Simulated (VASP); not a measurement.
# WSe (Fm-3m) in VASP: single point with PBE+U

Aim: the single point of WSe with PBE+U.

All numbers are computed with VASP 6.6.1; they aren't measurements. Logs are shortened: lines on timing, memory, paths and dates and some standing lists are left out, and cuts for length are marked.

### Step 1. The cell of the first run

The structure is cubic, space group Fm-3m (No. 225). Conventional cell: a = 5.231 Å, b = 5.231 Å, c = 5.231 Å, α = 90.00°, β = 90.00°, γ = 90.00°. Within 3.5 Å of W (site symmetry m-3m) lie 6 Se at 2.62 Å. Se (site symmetry m-3m) has 6 W at 2.62 Å within 3.5 Å.

### Step 2. Single point, PBE+U, collinear spin

INCAR reads:

```
PREC = Accurate
ENCUT = 520
EDIFF = 1E-6
ISMEAR = 0
SIGMA = 0.05
LREAL = F
LASPH = T
NELM = 150
ALGO = Normal
ISIF = 2
LWAVE = F
LCHARG = T
ISPIN = 2
MAGMOM = 2.5 0
LORBIT = 11
LMAXMIX = 4
LDAU = T
LDAUTYPE = 2
LDAUL = 2 -1
LDAUU = 4 0
LDAUJ = 0 0
LDAUPRINT = 1
GGA = PE
LELF = T
LVHAR = T
NBANDS = 21
```

KPOINTS reads:

```
Automatic mesh
0
Gamma
  14 14 14
```

POSCAR reads:

```
WSe
1.0
    0.0000000000      2.6155649628      2.6155649628
    2.6155649628      0.0000000000      2.6155649628
    2.6155649628      2.6155649628      0.0000000000
W Se
1 1
Direct
    0.0000000000      0.0000000000      0.0000000000
    0.5000000000      0.5000000000      0.5000000000
```

Potentials or basis: VASP PAW PBE potentials, release 64 (W_sv, Se).

Command:

```
$ cat potpaw_PBE.64/W_sv/POTCAR potpaw_PBE.64/Se/POTCAR > POTCAR
$ mpirun -np 1 vasp_std > vasp.out
```

OUTCAR:

```text
PREC = Accurate
   ENCUT = 520
   EDIFF = 1E-6
   ISMEAR = 0
   LREAL = F
   LASPH = T
   NELM = 150
   ISIF = 2
   ISPIN = 2
   LORBIT = 11
   GGA = PE

 ion  position               nearest neighbor table
   1  0.000  0.000  0.000-   2 2.62   2 2.62   2 2.62   2 2.62   2 2.62   2 2.62
   2  0.500  0.500  0.500-   1 2.62   1 2.62   1 2.62   1 2.62   1 2.62   1 2.62

  LATTYP: Found a face centered cubic cell.
 ALAT       =     5.2311299256

  Lattice vectors:

 A1 = (   0.0000000000,   2.6155649628,   2.6155649628)
 A2 = (   2.6155649628,   0.0000000000,   2.6155649628)
 A3 = (   2.6155649628,   2.6155649628,   0.0000000000)

Analysis of symmetry for initial positions (statically):
=====================================================================
 Subroutine PRICEL returns:
 Original cell was already a primitive cell.

 Routine SETGRP: Setting up the symmetry group for a
 face centered cubic supercell.

 Subroutine GETGRP returns: Found 48 space group operations
 (whereof 48 operations were pure point group operations)
 out of a pool of 48 trial point group operations.

The static configuration has the point symmetry O_h .

Analysis of symmetry for dynamics (positions and initial velocities):
=====================================================================
 Subroutine PRICEL returns:
 Original cell was already a primitive cell.

 Routine SETGRP: Setting up the symmetry group for a
 face centered cubic supercell.

 Subroutine GETGRP returns: Found 48 space group operations
 (whereof 48 operations were pure point group operations)
 out of a pool of 48 trial point group operations.

The dynamic configuration has the point symmetry O_h .

Analysis of structural, dynamic, and magnetic symmetry:
=====================================================================
 Subroutine PRICEL returns:
 Original cell was already a primitive cell.

[... 172 lines left out ...]
  o =  0.1044  v =  0.0000  0.0000  0.0000  0.0000  0.0000  0.0414 -0.4477  0.0000 -0.8932 -0.0000      0.0000  0.0000  0.0000  0.0000  0.0000  0.0000  0.0000  0.0000  0.0000  0.0000
  o =  0.1044  v =  0.0000  0.0000  0.0000  0.0000  0.0000  0.0053 -0.8939  0.0000  0.4483 -0.0000      0.0000  0.0000  0.0000  0.0000  0.0000  0.0000  0.0000  0.0000  0.0000  0.0000
  o =  0.1306  v =  0.0000  0.0000  0.0000  0.0000  0.0000 -0.0000  0.0000  0.0211 -0.0000 -0.9998      0.0000  0.0000  0.0000  0.0000  0.0000  0.0000  0.0000  0.0000  0.0000  0.0000
  o =  0.1306  v =  0.0000  0.0000  0.0000  0.0000  0.0000  0.0000  0.0000  0.9998  0.0000  0.0211      0.0000  0.0000  0.0000  0.0000  0.0000  0.0000  0.0000  0.0000  0.0000  0.0000
  o =  0.3674  v =  0.0000  0.0000  0.9960  0.0000  0.0897  0.0000  0.0000  0.0000  0.0000  0.0000      0.0000  0.0000  0.0000  0.0000  0.0000  0.0000  0.0000  0.0000  0.0000  0.0000
  o =  0.3674  v =  0.0000  0.0000  0.0897 -0.0000 -0.9960  0.0000  0.0000  0.0000  0.0000  0.0000      0.0000  0.0000  0.0000  0.0000  0.0000  0.0000  0.0000  0.0000  0.0000  0.0000
  o =  0.7511  v =  1.0000  0.0000  0.0000  0.0000  0.0000  0.0000  0.0000  0.0000  0.0000  0.0000      0.0000  0.0000  0.0000  0.0000  0.0000  0.0000  0.0000  0.0000  0.0000  0.0000
  o =  0.7511  v =  0.0000 -0.8254  0.0000  0.5646 -0.0000  0.0000  0.0000  0.0000  0.0000  0.0000      0.0000  0.0000  0.0000  0.0000  0.0000  0.0000  0.0000  0.0000  0.0000  0.0000
  o =  0.7511  v =  0.0000  0.5646 -0.0000  0.8254 -0.0000  0.0000  0.0000  0.0000  0.0000  0.0000      0.0000  0.0000  0.0000  0.0000  0.0000  0.0000  0.0000  0.0000  0.0000  0.0000

 number of electron      19.9999998 magnetization       2.9616046

 Free energy of the ion-electron system (eV)
  ---------------------------------------------------
  ext. energy  EPLUGINS =         0.00000000
  ---------------------------------------------------
  free energy    TOTEN  =       -10.47258963 eV

  energy without entropy =      -10.47112957  energy(sigma->0) =      -10.47185960

 E-fermi :   9.5907     XC(G=0): -11.8363

 val. band max:        9.5804900007   @ k =  -0.4286   0.5000   0.0714
 cond. band min:       9.5941792529   @ k =   0.1429   0.0000   0.0000
 fundamental gap:      0.0136892521
 Fermi energy:         9.5906807351

 spin component 1

 k-point     1 :       0.0000    0.0000    0.0000
  band No.  band energies     occupation
      1     -65.4493      1.00000
      2     -29.9102      1.00000
      3     -29.9102      1.00000
      4     -29.9102      1.00000
      5      -7.2632      1.00000
      6       5.8095      1.00000
[... 1145 lines left out ...]
     20      25.9732      0.00000
     21      27.0575      0.00000

 [... further k-points ...]

------------------------ aborting loop because EDIFF is reached ----------------------------------------

  FORCE on cell =-STRESS in cart. coord.  units (eV):
  Direction    XX          YY          ZZ          XY          YZ          ZX
  --------------------------------------------------------------------------------------
  -------------------------------------------------------------------------------------
  Total        4.4084991      4.4084991      4.4084991      0.0000000     -0.0000000      0.0000000
  in kB      197.3671220    197.3671220    197.3671220      0.0000000     -0.0000000      0.0000000
  external PRESSURE =     197.3671220 kB  Pullay stress =       0.0000000 kB

 VOLUME and BASIS-vectors are now :
 -----------------------------------------------------------------------------
  energy-cutoff  :      520.00
  volume of cell :       35.79
      direct lattice vectors                 reciprocal lattice vectors
     0.000000000  2.615564963  2.615564963    -0.191163289  0.191163289  0.191163289
     2.615564963  0.000000000  2.615564963     0.191163289 -0.191163289  0.191163289
     2.615564963  2.615564963  0.000000000     0.191163289  0.191163289 -0.191163289

 POSITION                                       TOTAL-FORCE (eV/Angst)
 -----------------------------------------------------------------------------------
      0.00000      0.00000      0.00000         0.000000     -0.000000      0.000000
      2.61556      2.61556      2.61556        -0.000000      0.000000     -0.000000
 -----------------------------------------------------------------------------------
    total drift:                               -0.000000      0.000000      0.000000

  FREE ENERGIE OF THE ION-ELECTRON SYSTEM (eV)
  ---------------------------------------------------
  free  energy   TOTEN  =       -10.4725896342 eV

  energy  without entropy=      -10.4711295699  energy(sigma->0) =      -10.47185960

 total charge

# of ion       s       p       d       tot
------------------------------------------
    1        2.305   6.148   3.515  11.968
    2        1.423   2.477   0.118   4.018
--------------------------------------------------
tot          3.729   8.625   3.633  15.986

 magnetization (x)

# of ion       s       p       d       tot
------------------------------------------
    1        0.105   0.019   2.389   2.514
    2        0.002  -0.043   0.044   0.003
--------------------------------------------------
tot          0.107  -0.023   2.434   2.517
```

stdout:

```text
POSCAR found type information on POSCAR W Se
 POSCAR found :  2 types and       2 ions
 scaLAPACK will be used
 LDA part: xc-table for (Slater+PW92), standard interpolation
 POSCAR, INCAR and KPOINTS ok, starting setup
 FFT: planning ... GRIDC
 FFT: planning ... GRID_SOFT
 FFT: planning ... GRID
 WAVECAR not read
 entering main loop
```

Run time: 4.5 min. Hardware: 1 thread of Intel Xeon 8259CL, shared host; peak memory 0.26 GiB.

Results:

| Quantity | Value |
| --- | --- |
| Free energy | -10.4726 eV |
| Pressure | 19.7 GPa |
| Net moment | 2.96 μB per cell |
| Site moments | W +2.51; Se +0.00 μB |
| Valence electrons inside the program's atomic spheres | W 11.97; Se 4.02 |

Levels at points of the mesh, in eV from the Fermi level:
Spin up:
```csv
k point,band 9,band 10,band 11,band 12,band 13,band 14,band 15,band 16
"(0.00, 0.00, 0.00)",-2.88,-2.88,-2.88,-2.05,-2.05,0.81,7.11,11.95
"(0.50, 0.00, 0.00)",-1.69,-1.69,-1.26,1.57,5.05,5.05,5.17,5.17
"(0.50, 0.50, 0.00)",-4.54,-1.20,-1.20,-1.03,-0.59,1.88,9.48,9.83
```
Spin down:
```csv
k point,band 6,band 7,band 8,band 9,band 10,band 11,band 12,band 13
"(0.00, 0.00, 0.00)",-2.79,-2.79,-2.79,-0.38,-0.38,-0.38,0.04,0.04
"(0.50, 0.00, 0.00)",-8.58,-5.39,-5.39,2.07,2.42,2.42,2.49,5.90
"(0.50, 0.50, 0.00)",-6.83,-4.34,-4.34,-2.60,0.89,1.20,3.39,3.39
```

Eigenvalues of the final occupation matrices:
| site | spin | trace | eigenvalues |
| --- | --- | --- | --- |
| site 1 d | 1 | 2.99 | 0.37 0.37 0.75 0.75 0.75 |
| site 1 d | 2 | 0.57 | 0.10 0.10 0.10 0.13 0.13 |

Caveat: the cell stands under pressure; spin-orbit coupling is left out, which moves the levels of the heavy elements.
